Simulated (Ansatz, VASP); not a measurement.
ZnO in VASP and in Ansatz

Contents of POSCAR:

```
ZnO
1.0
    2.6461709623      0.0000000000      0.0000000000
    0.0000000000      2.6461709623      0.0000000000
    0.0000000000      0.0000000000      2.6461709623
Zn O
1 1
Direct
    0.0000000000      0.0000000000      0.0000000000
    0.5000000000      0.5000000000      0.5000000000
```

File INCAR.step1:

```
SYSTEM = ZnO
PREC     = Accurate       ! precision mode
ENCUT    = 520            ! plane-wave cutoff, eV
ISMEAR   = -1             ! smearing method
SIGMA    = 0.02           ! smearing width, eV
LREAL    = .False.        ! projectors in reciprocal space
LASPH    = .True.         ! aspherical terms in the spheres
NELM     = 60             ! most SCF steps
NBANDS   = 16             ! bands
GGA      = PE             ! functional
ALGO     = Normal         ! electronic algorithm
EDIFF    = 1E-4           ! SCF threshold, eV
LWAVE    = .True.         ! write WAVECAR
LCHARG   = .False.        ! write CHGCAR
```

Contents of INCAR.step2:

```
SYSTEM = ZnO
PREC     = Accurate       ! precision mode
ENCUT    = 520            ! plane-wave cutoff, eV
EDIFF    = 1E-6           ! SCF threshold, eV
ISMEAR   = -1             ! smearing method
SIGMA    = 0.02           ! smearing width, eV
LREAL    = .False.        ! projectors in reciprocal space
LASPH    = .True.         ! aspherical terms in the spheres
NELM     = 60             ! most SCF steps
ALGO     = Normal         ! electronic algorithm
ISIF     = 2              ! what is computed and relaxed
LWAVE    = .False.        ! write WAVECAR
LCHARG   = .True.         ! write CHGCAR
METAGGA  = R2SCAN         ! meta-GGA
LMIXTAU  = .True.       
LELF     = .True.         ! ELF
LVHAR    = .True.       
NBANDS   = 16             ! bands
ISTART   = 1
```

The input KPOINTS:

```
Automatic mesh
0
Gamma
  6 6 6
  0 0 0
```

Input for Ansatz:

```yaml
crystal:
  lattice:
    - [2.6461709623, 0.0, 0.0]
    - [0.0, 2.6461709623, 0.0]
    - [0.0, 0.0, 2.6461709623]
  atoms:
    - { symbol: Zn, position: [0.0, 0.0, 0.0] }
    - { symbol: O, position: [0.5, 0.5, 0.5] }
kpoints:
  mp_grid: { grid: [6, 6, 6] }
hamiltonian:
  xc: r2scan
scf:
  occupations: { method: fermi_dirac, width: 0.02 }
  n_extra_bands: 4
output:
  forces: true
  stress: true
  eigenvalues: true
basis:
  xc_grid: 1
```

Alike in both runs: task single point; functional r2SCAN; k mesh 6 × 6 × 6; occupations fermi-dirac, width 0.02 eV; no spin polarisation.

```csv
,VASP,Ansatz
version,VASP 6.6.1,Ansatz 0.2.0
potentials or method,"VASP PAW PBE potentials, release 64 (Zn, O)",plane waves
plane-wave cutoff (eV),520,500
valence electrons in the cell,18,18
```

```csv
,VASP,Ansatz,Ansatz less VASP
pressure (GPa),1.3,0.1,-1.13
```

VASP's potentials were made for PBE, not for r2SCAN.

The k mesh is coarse, so the values compare programs but aren't converged.
